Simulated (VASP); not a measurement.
Input of a VASP 6.6.1 run:

File INCAR:

```
SYSTEM = Al2Cu
PREC = Accurate ; ENCUT = 520
EDIFF = 1E-7 ; ISMEAR = 0
SIGMA = 0.1 ; LREAL = .False.
LASPH = .True. ; NELM = 100
ALGO = Fast ; ISIF = 2
LWAVE = .False. ; LCHARG = .False.
GGA = PE ; NBANDS = 16
```

KPOINTS

```
regular mesh
0
Gamma
  8 8 8
  0 0 0
```

POSCAR

```
Al2Cu
1.0
    0.0000000000      2.2548394575      6.6235397421
    1.5035660000      0.0000000000      6.6235397421
    1.5035660000      2.2548394575      0.0000000000
Al Cu
2 1
Direct
    0.8422333309      0.8422333309      0.1577666691
    0.1577666691      0.1577666691      0.8422333309
    0.5000000000      0.5000000000      0.5000000000
```

Potentials or basis: VASP PAW PBE potentials, release 64 (Al, Cu).

Command:

```bash
$ cat potpaw_PBE.64/Al/POTCAR potpaw_PBE.64/Cu/POTCAR > POTCAR
$ mpirun -np 1 vasp_std > vasp.out
```

(1) Estimate the pressure.

Answers

(1) 0.1 GPa.
